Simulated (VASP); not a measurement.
# CaRuO (P-6m2) in VASP: further runs

CaRuO is run at these levels: PBE; tasks: single point.

Everything below comes from runs of VASP 6.6.1. Logs are shortened: lines on timing, memory, paths and dates and some standing lists are left out, and cuts for length are marked.

### 1 The cell of the first run

It takes space group P-6m2 (No. 187, hexagonal). The conventional cell has a = 3.630 Å, b = 3.630 Å, c = 4.241 Å, α = 90.00°, β = 90.00°, γ = 120.00°. Ca (site symmetry -6m2) has 6 Ru at 2.98 Å and 6 O at 2.98 Å and 6 Ca at 3.63 Å within 3.9 Å. Ru (site symmetry -6m2) has 3 O at 2.10 Å within 2.8 Å. Within 2.8 Å of O (site symmetry -6m2) lie 3 Ru at 2.10 Å.

### 2 Single point, PBE, collinear spin, ferromagnetic start

The input, INCAR:

```
SYSTEM = CaRuO
ALGO = Normal
EDIFF = 1E-7
ENCUT = 520
GGA = PE
ISIF = 2
ISMEAR = 0
ISPIN = 2
LASPH = .True.
LCHARG = .False.
LMAXMIX = 4
LORBIT = 11
LREAL = .False.
LWAVE = .False.
MAGMOM = 0 1 0
NBANDS = 26
NELM = 150
PREC = Accurate
SIGMA = 0.1
```

The input, KPOINTS:

```
k-points
0
Gamma
  6 6 4
  0 0 0
```

The input, POSCAR:

```
CaRuO
1.0
    3.6297605432      0.0000000000      0.0000000000
   -1.8148802716      3.1434648400      0.0000000000
    0.0000000000      0.0000000000      4.2410726868
Ca Ru O
1 1 1
Direct
    0.6666666667      0.3333333333      0.0000000000
    0.3333333333      0.6666666667      0.5000000000
    0.0000000000      0.0000000000      0.5000000000
```

Potentials or basis: VASP PAW PBE potentials, release 64 (Ca_sv, Ru_pv, O).

Command:

```sh
> cat potpaw_PBE.64/Ca_sv/POTCAR potpaw_PBE.64/Ru_pv/POTCAR potpaw_PBE.64/O/POTCAR > POTCAR
> mpirun -np 1 vasp_std > vasp.out
```

OUTCAR:

```text
SYSTEM = CaRuO
   EDIFF = 1E-7
   ENCUT = 520
   GGA = PE
   ISIF = 2
   ISMEAR = 0
   ISPIN = 2
   LASPH = .True.
   LORBIT = 11
   LREAL = .False.
   NELM = 150
   PREC = Accurate

 ion  position               nearest neighbor table
   1  0.667  0.333  0.000-   2 2.98   2 2.98   2 2.98   2 2.98   2 2.98   2 2.98
   2  0.333  0.667  0.500-   3 2.10   3 2.10   3 2.10   1 2.98   1 2.98   1 2.98   1 2.98   1 2.98
                             1 2.98
   3  0.000  0.000  0.500-   2 2.10   2 2.10   2 2.10

  LATTYP: Found a hexagonal cell.
 ALAT       =     3.6297605432
 C/A-ratio  =     1.1684166590

  Lattice vectors:

 A1 = (   3.6297605432,   0.0000000000,   0.0000000000)
 A2 = (  -1.8148802716,   3.1434648400,   0.0000000000)
 A3 = (   0.0000000000,   0.0000000000,   4.2410726868)

Analysis of symmetry for initial positions (statically):
=====================================================================
 Subroutine PRICEL returns:
 Original cell was already a primitive cell.

 Routine SETGRP: Setting up the symmetry group for a
 hexagonal supercell.

 Subroutine GETGRP returns: Found 12 space group operations
 (whereof 12 operations were pure point group operations)
 out of a pool of 24 trial point group operations.

The static configuration has the point symmetry D_3h.

Analysis of symmetry for dynamics (positions and initial velocities):
=====================================================================
 Subroutine PRICEL returns:
 Original cell was already a primitive cell.

 Routine SETGRP: Setting up the symmetry group for a
 hexagonal supercell.

 Subroutine GETGRP returns: Found 12 space group operations
 (whereof 12 operations were pure point group operations)
 out of a pool of 24 trial point group operations.

The dynamic configuration has the point symmetry D_3h.

Analysis of structural, dynamic, and magnetic symmetry:
=====================================================================
 Subroutine PRICEL returns:
 Original cell was already a primitive cell.

 Routine SETGRP: Setting up the symmetry group for a
 hexagonal supercell.

 Subroutine GETGRP returns: Found 12 space group operations
 (whereof 12 operations were pure point group operations)
 out of a pool of 24 trial point group operations.

The overall configuration has the point symmetry D_3h.

 Subroutine INISYM returns: Found 12 space group operations
 (whereof 12 operations are pure point group operations),
 and found     1 'primitive' translations

----------------------------------------------------------------------------------------

                                     Primitive cell

  volume of cell :      48.3907

  direct lattice vectors                    reciprocal lattice vectors
     3.629760543  0.000000000  0.000000000     0.275500267  0.159060154  0.000000000
    -1.814880272  3.143464840  0.000000000     0.000000000  0.318120307  0.000000000
     0.000000000  0.000000000  4.241072687     0.000000000  0.000000000  0.235789404

  length of vectors
     3.629760543  3.629760543  4.241072687     0.318120307  0.318120307  0.235789404

  position of ions in fractional coordinates (direct lattice)
     0.666666667  0.333333333  0.000000000
     0.333333333  0.666666667  0.500000000
     0.000000000  0.000000000  0.500000000

  ion indices of the primitive-cell ions
   primitive index   ion index
                 1           1
                 2           2
                 3           3

----------------------------------------------------------------------------------------

 KPOINTS: k-points

Automatic generation of k-mesh.
 Grid dimensions read from file:
 generate k-points for:    6    6    4

 Generating k-lattice:

  Cartesian coordinates                     Fractional coordinates (reciprocal lattice)
     0.045916711  0.026510026  0.000000000     0.166666667 -0.000000000  0.000000000
     0.000000000  0.053020051  0.000000000     0.000000000  0.166666667  0.000000000
     0.000000000  0.000000000  0.058947351     0.000000000  0.000000000  0.250000000

  Length of vectors
     0.053020051  0.053020051  0.058947351

  Shift w.r.t. Gamma in fractional coordinates (k-lattice)
     0.000000000  0.000000000  0.000000000

 Subroutine IBZKPT returns following result:
 ===========================================

 Found     21 irreducible k-points:

 Following reciprocal coordinates:
            Coordinates               Weight
  0.000000  0.000000  0.000000      1.000000
  0.166667 -0.000000  0.000000      6.000000
  0.333333 -0.000000  0.000000      6.000000
  0.500000  0.000000  0.000000      3.000000
  0.166667  0.166667  0.000000      6.000000
  0.333333  0.166667  0.000000     12.000000
[... 13 lines left out ...]
  0.333333  0.166667  0.500000     12.000000
  0.333333  0.333333  0.500000      2.000000
   k-points           NKPTS =     21   k-points in BZ     NKDIM =     21   number of bands    NBANDS=     26
   number of dos      NEDOS =    301   number of ions     NIONS =      3
   total plane-waves  NPLWV =  25088
   dimension x,y,z NGX =    28 NGY =   28 NGZ =   32
   dimension x,y,z NGXF=    56 NGYF=   56 NGZF=   64
   ions per type =               1   1   1
   NGX,Y,Z   is equivalent  to a cutoff of  12.82, 12.82, 12.54 a.u.
   NGXF,Y,Z  is equivalent  to a cutoff of  25.65, 25.65, 25.09 a.u.
 SYSTEM =  CaRuO
   PREC   = accura    normal or accurate (medium, high low for compatibility)
   ISTART =      0    job   : 0-new  1-cont  2-samecut
   ICHARG =      2    charge: 1-file 2-atom 10-const
   ISPIN  =      2    spin polarized calculation?
   LNONCOLLINEAR =      F non collinear calculations
   LSORBIT =      F    spin-orbit coupling
   LASPH  =      T    aspherical Exc in radial PAW
   ENCUT  =  520.0 eV  38.22 Ry    6.18 a.u.   6.75  6.75  7.89*2*pi/ulx,y,z
   NELM   =    150;   NELMIN=  2; NELMDL= -5     # of ELM steps
   EDIFF  = 0.1E-06   stopping-criterion for ELM
   LREAL  =      F    real-space projection
   EDIFFG = 0.1E-05   stopping-criterion for IOM
   NSW    =      0    number of steps for IOM
   IBRION =     -1    ionic relax: 0-MD 1-quasi-New 2-CG
   NFREE  =      0    steps in history (QN), initial steepest desc. (CG)
   ISIF   =      2    stress and relaxation
   ISYM   =      2    0-nonsym 1-usesym 2-fastsym
   POTIM  = 0.5000    time-step for ionic-motion
   TEBEG  =    0.0;   TEEND  =   0.0 temperature during run
   PSTRESS=    0.0 pullay stress
   NELECT =      30.0000    total number of electrons
   NUPDOWN=      -1.0000    fix difference up-down
   EMIN   =  10.00;   EMAX   =-10.00  energy-range for DOS
   EFERMI =   0.00;   METHOD = LEGACY
   ISMEAR =     0;   SIGMA  =   0.10  broadening in eV -4-tet -1-fermi 0-gaus
   EFERMI_NEDOS =   21; number of points for ismear=-14 and -15
   IALGO  =     38    algorithm
   IMIX   =      4    mixing-type and parameters
     AMIX     =   0.40;   BMIX     =  1.00
     AMIX_MAG =   1.60;   BMIX_MAG =  1.00
  volume/ion in A,a.u.               =      16.13       108.85
  Fermi-wavevector in a.u.,A,eV,Ry     =   1.395922  2.637910 26.512288  1.948598
  Thomas-Fermi vector in A             =   2.519327
   LORBIT       =     11    0 simple, 1 ext, 2 COOP (PROOUT), +10 PAW based schemes
   GGA     = PE    functional components
   LHFCALC =     F    Hartree Fock is set to
   AEXX    =    0.0000 exact exchange contribution
   IVDW    =     0    specifies the selected vdW correction
   LEPSILON=     F    determine dielectric tensor
   LRPA    =     F    only Hartree local field effects (RPA)
 spin polarized calculation
 Gauss-broadening in eV      SIGMA  =   0.10
  energy-cutoff  :      520.00
  volume of cell :       48.39
 maximum number of plane-waves:      1332
 NGX is ok and might be reduce to    28
   NGX = 13   NGY = 13   NGZ = 15

 number of electron      29.9999993 magnetization       0.6720310

 Free energy of the ion-electron system (eV)
  ---------------------------------------------------
  ext. energy  EPLUGINS =         0.00000000
  ---------------------------------------------------
  free energy    TOTEN  =       -17.13369872 eV

  energy without entropy =      -17.11984124  energy(sigma->0) =      -17.12676998

 E-fermi :   6.5347     XC(G=0): -10.9052

 val. band max:        6.5311753407   @ k =   0.3333   0.1667   0.0000
 cond. band min:       6.5404213785   @ k =   0.3333   0.3333   0.5000
 fundamental gap:      0.0092460378
 Fermi energy:         6.5346684878

 spin component 1

 k-point     1 :       0.0000    0.0000    0.0000
  band No.  band energies     occupation
      1     -36.1785      1.00000
      2     -36.1785      1.00000
      3     -35.4428      1.00000
      4     -34.3041      1.00000
      5     -15.3437      1.00000
      6     -15.2682      1.00000
[... 18 lines left out ...]
     25      18.5187      0.00000
     26      18.5668      0.00000
[... 556 lines left out ...]
      3     -35.4404      1.00000
      4     -34.2723      1.00000
      5     -15.4440      1.00000
      6     -15.4305      1.00000
[... 18 lines left out ...]
     25      15.4069      0.00000
     26      16.1747      0.00000
 Fermi energy:         6.5346684878

 spin component 2

 k-point     1 :       0.0000    0.0000    0.0000
  band No.  band energies     occupation
      1     -35.6199      1.00000
      2     -35.6199      1.00000
      3     -35.1392      1.00000
      4     -34.3139      1.00000
      5     -15.3516      1.00000
      6     -15.2793      1.00000
[... 18 lines left out ...]
     25      18.7360      0.00000
     26      18.7360      0.00000
[... 557 lines left out ...]
      4     -34.2819      1.00000
      5     -15.4562      1.00000
      6     -15.4434      1.00000
[... 18 lines left out ...]
     25      15.3999      0.00000
     26      16.3408      0.00000

------------------------ aborting loop because EDIFF is reached ----------------------------------------

  FORCE on cell =-STRESS in cart. coord.  units (eV):
  Direction    XX          YY          ZZ          XY          YZ          ZX
  --------------------------------------------------------------------------------------
  -------------------------------------------------------------------------------------
  Total        0.0587600      0.0587600      0.0309589      0.0000000     -0.0000000     -0.0000000
  in kB        1.9454933      1.9454933      1.0250251      0.0000000     -0.0000000     -0.0000000
  external PRESSURE =       1.6386705 kB  Pullay stress =       0.0000000 kB

 VOLUME and BASIS-vectors are now :
 -----------------------------------------------------------------------------
  energy-cutoff  :      520.00
  volume of cell :       48.39
      direct lattice vectors                 reciprocal lattice vectors
     3.629760543  0.000000000  0.000000000     0.275500267  0.159060154  0.000000000
    -1.814880272  3.143464840  0.000000000     0.000000000  0.318120307  0.000000000
     0.000000000  0.000000000  4.241072687     0.000000000  0.000000000  0.235789404

 POSITION                                       TOTAL-FORCE (eV/Angst)
 -----------------------------------------------------------------------------------
      1.81488      1.04782      0.00000        -0.000000      0.000000      0.000000
     -0.00000      2.09564      2.12054         0.000000      0.000000      0.000000
      0.00000      0.00000      2.12054        -0.000000     -0.000000      0.000000
 -----------------------------------------------------------------------------------
    total drift:                               -0.000001      0.000000     -0.000000

  FREE ENERGIE OF THE ION-ELECTRON SYSTEM (eV)
  ---------------------------------------------------
  free  energy   TOTEN  =       -17.1336987153 eV

  energy  without entropy=      -17.1198412363  energy(sigma->0) =      -17.12676998

 total charge

# of ion       s       p       d       tot
------------------------------------------
    1        2.058   5.841   0.332   8.232
    2        0.323   6.143   6.168  12.635
    3        1.559   3.345   0.000   4.904
--------------------------------------------------
tot          3.940  15.329   6.501  25.770

 magnetization (x)

# of ion       s       p       d       tot
------------------------------------------
    1       -0.002  -0.001  -0.007  -0.010
    2        0.007   0.007   0.603   0.617
    3        0.008   0.042   0.000   0.051
--------------------------------------------------
tot          0.013   0.048   0.596   0.657
```

Run time: 48 s. Hardware: 1 thread of Intel Xeon Platinum 8259CL at 2.50GHz (Skylake/Cascade Lake), shared host; peak memory 0.21 GiB.

Results:

```
Free energy                                           : -17.1337 eV
Pressure                                              : 0.2 GPa
Net moment                                            : 0.67 μB per cell
Site moments                                          : Ca -0.01; Ru +0.62; O +0.05 μB
Valence electrons inside the program's atomic spheres : Ca 8.23; Ru 12.63; O 4.90
```

Stress tensor (GPa, compression positive):
```
0.19 0.00 0.00
0.00 0.19 0.00
0.00 0.00 0.10
```

Levels at points of the mesh, in eV from the Fermi level:
Spin up:
```tsv
k point	band 13	band 14	band 15	band 16	band 17	band 18
(0.00, 0.00, 0.00)	-1.29	-1.29	-0.86	1.74	1.74	2.82
(0.50, 0.00, 0.00)	-1.89	-1.73	-0.26	-0.26	1.75	3.02
(0.00, 0.00, 0.50)	-1.53	-0.93	0.10	0.64	1.65	1.65
(0.50, 0.00, 0.50)	-1.45	-1.03	-0.79	-0.54	0.77	2.84
```
Spin down:
| k point | band 13 | band 14 | band 15 | band 16 | band 17 | band 18 |
| --- | --- | --- | --- | --- | --- | --- |
| (0.00, 0.00, 0.00) | -0.95 | -0.95 | -0.61 | 2.15 | 2.15 | 2.92 |
| (0.50, 0.00, 0.00) | -1.46 | -1.43 | 0.06 | 0.27 | 1.73 | 3.05 |
| (0.00, 0.00, 0.50) | -1.23 | -0.64 | 0.09 | 0.82 | 2.03 | 2.03 |
| (0.50, 0.00, 0.50) | -1.12 | -0.81 | -0.55 | -0.04 | 0.77 | 2.99 |

Caveat: the k points lie up to 0.37 Å⁻¹ apart.

### 3 Single point, PBE, collinear spin, ferromagnetic start

This run uses another cell than the first one, of 17.27 Å³/atom, 1.071 times its volume.

The input, INCAR:

```
PREC = Accurate ; ENCUT = 520
EDIFF = 1E-7 ; ISMEAR = 0
SIGMA = 0.1 ; LREAL = False
LASPH = True ; NELM = 150
ALGO = Normal ; ISIF = 2
LWAVE = False ; LCHARG = True
ISPIN = 2 ; MAGMOM = 0 1 0
LORBIT = 11 ; LMAXMIX = 4
GGA = PE ; LELF = True
LVHAR = True ; NBANDS = 26
```

The input, KPOINTS:

```
regular mesh
0
Gamma
  6 6 4
```

The input, POSCAR:

```
CaRuO
1.0
    3.8204056800      0.0000000000      0.0000000000
   -1.9102028400      3.3085683700      0.0000000000
    0.0000000000      0.0000000000      4.0999348200
Ca Ru O
1 1 1
Direct
    0.6666666700      0.3333333300      0.0000000000
    0.3333333300      0.6666666700      0.5000000000
    0.0000000000      0.0000000000      0.5000000000
```

Potentials or basis: VASP PAW PBE potentials, release 64 (Ca_sv, Ru_pv, O).

Command:

```sh
> cat potpaw_PBE.64/Ca_sv/POTCAR potpaw_PBE.64/Ru_pv/POTCAR potpaw_PBE.64/O/POTCAR > POTCAR
> mpirun -np 1 vasp_std > vasp.out
```

Wall time 59 s (1 thread of Intel Xeon Platinum 8259CL at 2.50GHz (Skylake/Cascade Lake), shared host); peak memory 0.21 GiB.

Results (log left out):

| Item | Value |
| --- | --- |
| Free energy | -16.9707 eV |
| Pressure | -6.0 GPa |
| Net moment | 1.49 μB per cell |
| Site moments | Ca -0.01; Ru +1.28; O +0.13 μB |
| Valence electrons inside the program's atomic spheres | Ca 8.19; Ru 12.53; O 4.85 |

Stress tensor (GPa, compression positive):
```
-8.59  0.00  0.00
 0.00 -8.59  0.00
 0.00  0.00 -0.81
```

Levels at points of the mesh, in eV from the Fermi level:
Spin up:
```csv
k point,band 12,band 13,band 14,band 15,band 16,band 17,band 18,band 19,band 20,band 21
"(0.00, 0.00, 0.00)",-3.30,-1.33,-1.33,-1.21,1.04,1.04,3.10,3.47,3.47,4.78
"(0.50, 0.00, 0.00)",-2.31,-1.93,-1.66,-0.58,-0.45,2.05,3.11,3.41,3.60,5.21
"(0.00, 0.00, 0.50)",-1.63,-1.63,-0.83,0.56,0.59,0.95,0.95,4.26,4.26,4.63
"(0.50, 0.00, 0.50)",-1.63,-1.50,-0.89,-0.86,-0.69,0.97,2.40,4.25,4.62,5.31
```
Spin down:
```csv
k point,band 11,band 12,band 13,band 14,band 15,band 16,band 17,band 18
"(0.00, 0.00, 0.00)",-3.76,-3.18,-0.64,-0.59,-0.59,1.92,1.92,3.31
"(0.50, 0.00, 0.00)",-4.36,-2.01,-1.01,-0.98,0.26,0.48,2.06,3.51
"(0.00, 0.00, 0.50)",-4.91,-0.99,-0.99,-0.10,0.65,0.94,1.75,1.75
"(0.50, 0.00, 0.50)",-4.74,-0.80,-0.60,-0.33,-0.16,0.15,1.01,2.76
```

Caveat: the k points lie up to 0.38 Å⁻¹ apart.
